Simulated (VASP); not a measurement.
# S (Pm-3m) in VASP: a series of runs

Runs on S. Level: r2SCAN. Tasks: single point, relaxation of cell and atoms.

Program: VASP 6.6.1. These are calculated values, not measurements. Logs are shortened: lines on timing, memory, paths and dates and some standing lists are left out, and cuts for length are marked.

**1. The cell of the first run**

The structure is cubic, space group Pm-3m (No. 221). Conventional cell: a = 2.548 Å, b = 2.548 Å, c = 2.548 Å, α = 90.00°, β = 90.00°, γ = 90.00°. S (site symmetry m-3m) has 6 S at 2.55 Å within 3.4 Å.

This isn't the form of S at room conditions, which is orthorhombic, of S8 rings.

**2. Single point, r2SCAN**

Input file POSCAR:

```
S
1.0
    2.5483883797      0.0000000000      0.0000000000
    0.0000000000      2.5483883797      0.0000000000
    0.0000000000      0.0000000000      2.5483883797
S
1
Direct
    0.0000000000      0.0000000000      0.0000000000
```

Input file INCAR.step1:

```
  PREC = Accurate
  ENCUT = 520
  ISMEAR = 0
  SIGMA = 0.1
  LREAL = False
  LASPH = True
  NELM = 80
  NBANDS = 9
  GGA = PE
  ALGO = Normal
  EDIFF = 1E-4
  LWAVE = True
  LCHARG = False
```

Input file INCAR.step2:

```
  PREC = Accurate
  ENCUT = 520
  EDIFF = 1E-6
  ISMEAR = 0
  SIGMA = 0.1
  LREAL = False
  LASPH = True
  NELM = 80
  ALGO = Normal
  ISIF = 2
  LWAVE = False
  LCHARG = True
  METAGGA = R2SCAN
  LMIXTAU = True
  LELF = True
  LVHAR = True
  NBANDS = 9
  ISTART = 1
```

Input file KPOINTS:

```
regular mesh
0
Gamma
  6 6 6
```

Potentials or basis: VASP PAW PBE potentials, release 64 (S).

Started as:

```sh
$ cat potpaw_PBE.64/S/POTCAR > POTCAR
$ cp INCAR.step1 INCAR
$ mpirun -np 1 vasp_std > vasp.out
$ cp INCAR.step2 INCAR
$ mpirun -np 1 vasp_std > vasp.out
```

OUTCAR:

```text
PREC = Accurate
   ENCUT = 520
   EDIFF = 1E-6
   ISMEAR = 0
   LREAL = False
   LASPH = True
   NELM = 80
   ISIF = 2
   METAGGA = R2SCAN
   ISTART = 1

 ion  position               nearest neighbor table
   1  0.000  0.000  0.000-

  LATTYP: Found a simple cubic cell.
 ALAT       =     2.5483883797

  Lattice vectors:

 A1 = (   2.5483883797,   0.0000000000,   0.0000000000)
 A2 = (   0.0000000000,   2.5483883797,   0.0000000000)
 A3 = (   0.0000000000,   0.0000000000,   2.5483883797)

Analysis of symmetry for initial positions (statically):
=====================================================================
 Subroutine PRICEL returns:
 Original cell was already a primitive cell.

 Routine SETGRP: Setting up the symmetry group for a
 simple cubic supercell.

 Subroutine GETGRP returns: Found 48 space group operations
 (whereof 48 operations were pure point group operations)
 out of a pool of 48 trial point group operations.

The static configuration has the point symmetry O_h .

Analysis of symmetry for dynamics (positions and initial velocities):
=====================================================================
 Subroutine PRICEL returns:
 Original cell was already a primitive cell.

 Routine SETGRP: Setting up the symmetry group for a
 simple cubic supercell.

 Subroutine GETGRP returns: Found 48 space group operations
 (whereof 48 operations were pure point group operations)
 out of a pool of 48 trial point group operations.

The dynamic configuration has the point symmetry O_h .

 Subroutine INISYM returns: Found 48 space group operations
 (whereof 48 operations are pure point group operations),
 and found     1 'primitive' translations

----------------------------------------------------------------------------------------

                                     Primitive cell

  volume of cell :      16.5500

  direct lattice vectors                    reciprocal lattice vectors
     2.548388380  0.000000000  0.000000000     0.392404866  0.000000000  0.000000000
     0.000000000  2.548388380  0.000000000     0.000000000  0.392404866  0.000000000
     0.000000000  0.000000000  2.548388380     0.000000000  0.000000000  0.392404866

  length of vectors
     2.548388380  2.548388380  2.548388380     0.392404866  0.392404866  0.392404866

  position of ions in fractional coordinates (direct lattice)
     0.000000000  0.000000000  0.000000000

  ion indices of the primitive-cell ions
   primitive index   ion index
                 1           1

----------------------------------------------------------------------------------------

 KPOINTS: regular mesh

Automatic generation of k-mesh.
 Grid dimensions read from file:
 generate k-points for:    6    6    6

 Generating k-lattice:

  Cartesian coordinates                     Fractional coordinates (reciprocal lattice)
     0.065400811  0.000000000  0.000000000     0.166666667  0.000000000  0.000000000
     0.000000000  0.065400811  0.000000000     0.000000000  0.166666667  0.000000000
     0.000000000  0.000000000  0.065400811     0.000000000  0.000000000  0.166666667

  Length of vectors
     0.065400811  0.065400811  0.065400811

  Shift w.r.t. Gamma in fractional coordinates (k-lattice)
     0.000000000  0.000000000  0.000000000

 Subroutine IBZKPT returns following result:
 ===========================================

 Found     20 irreducible k-points:

 Following reciprocal coordinates:
            Coordinates               Weight
  0.000000  0.000000  0.000000      1.000000
  0.166667  0.000000  0.000000      6.000000
  0.333333  0.000000  0.000000      6.000000
  0.500000  0.000000  0.000000      3.000000
  0.166667  0.166667  0.000000     12.000000
  0.333333  0.166667  0.000000     24.000000
[... 12 lines left out ...]
  0.500000  0.500000  0.333333      6.000000
  0.500000  0.500000  0.500000      1.000000
   k-points           NKPTS =     20   k-points in BZ     NKDIM =     20   number of bands    NBANDS=      9
   number of dos      NEDOS =    301   number of ions     NIONS =      1
   total plane-waves  NPLWV =   8000
   dimension x,y,z NGX =    20 NGY =   20 NGZ =   20
   dimension x,y,z NGXF=    40 NGYF=   40 NGZF=   40
   ions per type =               1
   NGX,Y,Z   is equivalent  to a cutoff of  13.05, 13.05, 13.05 a.u.
   NGXF,Y,Z  is equivalent  to a cutoff of  26.09, 26.09, 26.09 a.u.
 SYSTEM =  unknown system
   PREC   = accura    normal or accurate (medium, high low for compatibility)
   ISTART =      1    job   : 0-new  1-cont  2-samecut
   ICHARG =      0    charge: 1-file 2-atom 10-const
   ISPIN  =      1    spin polarized calculation?
   LNONCOLLINEAR =      F non collinear calculations
   LSORBIT =      F    spin-orbit coupling
   LASPH  =      T    aspherical Exc in radial PAW
   ENCUT  =  520.0 eV  38.22 Ry    6.18 a.u.   4.74  4.74  4.74*2*pi/ulx,y,z
   NELM   =     80;   NELMIN=  2; NELMDL=  0     # of ELM steps
   EDIFF  = 0.1E-05   stopping-criterion for ELM
   LREAL  =      F    real-space projection
   EDIFFG = 0.1E-04   stopping-criterion for IOM
   NSW    =      0    number of steps for IOM
   IBRION =     -1    ionic relax: 0-MD 1-quasi-New 2-CG
   NFREE  =      0    steps in history (QN), initial steepest desc. (CG)
   ISIF   =      2    stress and relaxation
   ISYM   =      2    0-nonsym 1-usesym 2-fastsym
   POTIM  = 0.5000    time-step for ionic-motion
   TEBEG  =    0.0;   TEEND  =   0.0 temperature during run
   PSTRESS=    0.0 pullay stress
   NELECT =       6.0000    total number of electrons
   NUPDOWN=      -1.0000    fix difference up-down
   EMIN   =  10.00;   EMAX   =-10.00  energy-range for DOS
   EFERMI =   0.00;   METHOD = LEGACY
   ISMEAR =     0;   SIGMA  =   0.10  broadening in eV -4-tet -1-fermi 0-gaus
   EFERMI_NEDOS =   21; number of points for ismear=-14 and -15
   IALGO  =     38    algorithm
   IMIX   =      4    mixing-type and parameters
     AMIX     =   0.40;   BMIX     =  1.00
     AMIX_MAG =   1.60;   BMIX_MAG =  1.00
  volume/ion in A,a.u.               =      16.55       111.68
  Fermi-wavevector in a.u.,A,eV,Ry     =   1.167328  2.205930 18.540048  1.362655
  Thomas-Fermi vector in A             =   2.303830
   LORBIT       =      0    0 simple, 1 ext, 2 COOP (PROOUT), +10 PAW based schemes
   METAGGA = R2SCAN    functional components
   LHFCALC =     F    Hartree Fock is set to
   AEXX    =    0.0000 exact exchange contribution
   IVDW    =     0    specifies the selected vdW correction
   LEPSILON=     F    determine dielectric tensor
   LRPA    =     F    only Hartree local field effects (RPA)
 non-spin polarized calculation
 Gauss-broadening in eV      SIGMA  =   0.10
  energy-cutoff  :      520.00
  volume of cell :       16.55
 maximum number of plane-waves:       466
 NGX is ok and might be reduce to    20
   NGX =  9   NGY =  9   NGZ =  9

 number of electron       5.9999997 magnetization

 Free energy of the ion-electron system (eV)
  ---------------------------------------------------
  ext. energy  EPLUGINS =         0.00000000
  ---------------------------------------------------
  free energy    TOTEN  =        -7.21016586 eV

  energy without entropy =       -7.20564368  energy(sigma->0) =       -7.20790477

 E-fermi :   7.4939     XC(G=0): -11.3841

 val. band max:        6.9219343302   @ k =   0.1667   0.1667   0.1667
 cond. band min:       7.5143550082   @ k =   0.5000   0.1667   0.1667
 fundamental gap:      0.5924206780
 Fermi energy:         7.4939464762

 k-point     1 :       0.0000    0.0000    0.0000
  band No.  band energies     occupation
      1     -10.8032      2.00000
      2       9.0675      0.00000
      3       9.0675      0.00000
      4       9.0675      0.00000
      5      15.0312      0.00000
      6      15.0312      0.00000
      7      18.9360      0.00000
      8      30.5100      0.00000
      9      30.5100      0.00000

 k-point     2 :       0.1667    0.0000    0.0000
  band No.  band energies     occupation
      1     -10.2777      2.00000
      2       5.3933      2.00000
      3       9.4221      0.00000
      4       9.4221      0.00000
      5      15.4597      0.00000
      6      17.6871      0.00000
      7      21.2311      0.00000
      8      27.4151      0.00000
      9      27.4151      0.00000

 k-point     3 :       0.3333    0.0000    0.0000
  band No.  band energies     occupation
      1      -8.8751      2.00000
      2       0.8496      2.00000
      3      10.2661      0.00000
      4      10.2661      0.00000
      5      16.5001      0.00000
      6      19.9431      0.00000
      7      23.5838      0.00000
      8      23.5838      0.00000
      9      24.8535      0.00000

 k-point     4 :       0.5000    0.0000    0.0000
  band No.  band energies     occupation
      1      -7.7677      2.00000
      2      -1.3616      2.00000
      3      10.7910      0.00000
      4      10.7910      0.00000
      5      17.1691      0.00000
      6      21.9872      0.00000
      7      21.9872      0.00000
      8      22.3523      0.00000
      9      23.0679      0.00000
[... 157 lines left out ...]
 k-point    18 :       0.5000    0.3333    0.3333
  band No.  band energies     occupation
      1      -3.8345      2.00000
      2       1.7888      2.00000
      3       4.3139      2.00000
      4       5.2360      2.00000
      5      13.6760      0.00000
      6      14.6625      0.00000
      7      17.1075      0.00000
      8      24.8448      0.00000
      9      30.7529      0.00000

 k-point    19 :       0.5000    0.5000    0.3333
  band No.  band energies     occupation
      1      -2.6126      2.00000
      2       2.5193      2.00000
      3       2.5193      2.00000
      4       5.4932      2.00000
      5      12.2019      0.00000
      6      15.2897      0.00000
      7      15.2897      0.00000
      8      22.5142      0.00000
      9      32.3358      0.00000

 k-point    20 :       0.5000    0.5000    0.5000
  band No.  band energies     occupation
      1      -1.2778      2.00000
      2       3.1969      2.00000
      3       3.1969      2.00000
      4       3.1969      2.00000
      5      13.4226      0.00000
      6      13.4226      0.00000
      7      13.4226      0.00000
      8      20.0135      0.00000
      9      36.7869      0.00000

------------------------ aborting loop because EDIFF is reached ----------------------------------------

  FORCE on cell =-STRESS in cart. coord.  units (eV):
  Direction    XX          YY          ZZ          XY          YZ          ZX
  --------------------------------------------------------------------------------------
  -------------------------------------------------------------------------------------
  Total        0.0035046      0.0035046      0.0035046     -0.0000000     -0.0000000     -0.0000000
  in kB        0.3392730      0.3392730      0.3392730     -0.0000000     -0.0000000     -0.0000000
  external PRESSURE =       0.3392730 kB  Pullay stress =       0.0000000 kB

 VOLUME and BASIS-vectors are now :
 -----------------------------------------------------------------------------
  energy-cutoff  :      520.00
  volume of cell :       16.55
      direct lattice vectors                 reciprocal lattice vectors
     2.548388380  0.000000000  0.000000000     0.392404866  0.000000000  0.000000000
     0.000000000  2.548388380  0.000000000     0.000000000  0.392404866  0.000000000
     0.000000000  0.000000000  2.548388380     0.000000000  0.000000000  0.392404866

 POSITION                                       TOTAL-FORCE (eV/Angst)
 -----------------------------------------------------------------------------------
      0.00000      0.00000      0.00000         0.000000      0.000000      0.000000
 -----------------------------------------------------------------------------------
    total drift:                               -0.000000      0.000000      0.000000

  FREE ENERGIE OF THE ION-ELECTRON SYSTEM (eV)
  ---------------------------------------------------
  free  energy   TOTEN  =        -7.2101658573 eV

  energy  without entropy=       -7.2056436791  energy(sigma->0) =       -7.20790477
```

Run time: 4.9 s. Hardware: 1 thread of Intel Xeon 6975P-C (Granite Rapids), shared host; peak memory 0.12 GiB.

Results:

| Property | Result |
| --- | --- |
| Free energy | -7.2102 eV |
| Pressure | 0.0 GPa |
| Band gap on the k mesh | zero (bands 3 and 4 overlap by 7.59 eV) |

Levels at points of the mesh, in eV from the Fermi level:
| k point | band 1 | band 2 | band 3 | band 4 | band 5 | band 6 | band 7 | band 8 |
| --- | --- | --- | --- | --- | --- | --- | --- | --- |
| (0.00, 0.00, 0.00) | -18.30 | 1.57 | 1.57 | 1.57 | 7.54 | 7.54 | 11.44 | 23.02 |
| (0.50, 0.00, 0.00) | -15.26 | -8.86 | 3.30 | 3.30 | 9.68 | 14.49 | 14.49 | 14.86 |
| (0.50, 0.50, 0.00) | -12.15 | -6.43 | -6.43 | 2.64 | 4.84 | 14.81 | 16.59 | 16.59 |
| (0.50, 0.50, 0.50) | -8.77 | -4.30 | -4.30 | -4.30 | 5.93 | 5.93 | 5.93 | 12.52 |

Caveat: the k points lie up to 0.41 Å⁻¹ apart, too coarse for converged energies and pressures of a metal; the PAW data sets were made with another functional, which shifts forces and pressure a little.

(Part 1 of 2 ends here.)
